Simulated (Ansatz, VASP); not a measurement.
# Two plane-wave programs on CaB6

```
Ca B
1.0
     4.12332    0.00000    0.00000
     0.00000    4.12332    0.00000
     0.00000    0.00000    4.12332
Ca B
1 6
Direct
  0.50000 0.50000 0.50000
  0.00000 0.00000 0.29865
  0.00000 0.00000 0.70135
  0.29865 0.00000 0.00000
  0.70135 0.00000 0.00000
  0.00000 0.29865 0.00000
  0.00000 0.70135 0.00000
```

Alike in both runs: functional PBEsol; k mesh 6 × 6 × 6; occupations gaussian, width 0.1 eV; no spin polarisation.

Ansatz relaxed the structure, and its values are those at the end. VASP's run is a single point on that final structure, the one shown.

|  | VASP | Ansatz |
| --- | --- | --- |
| version | VASP 6.6.1 | Ansatz 0.2.0 |
| potentials or method | VASP PAW PBE potentials, release 64 (Ca_sv, B), cutoff 520 eV | scalar-relativistic, plane waves, PAW |
| valence electrons in the cell | 28 | 28 |

|  | VASP | Ansatz | Ansatz less VASP |
| --- | --- | --- | --- |
| gap on the k mesh at the Fermi level (eV) | 0.12 | 0.11 | -0.001 |
| least direct gap on the mesh (eV) | 0.27 | 0.27 | -0.004 |
| pressure (GPa) | 0.6 | 0.3 | -0.31 |
| rms of the force components (eV/Å) | 0.001 | 0.017 | +0.0165 |

VASP's potentials were made for PBE, not for PBEsol. The functional is the same, so the differences come from potentials, cutoffs and numerics.
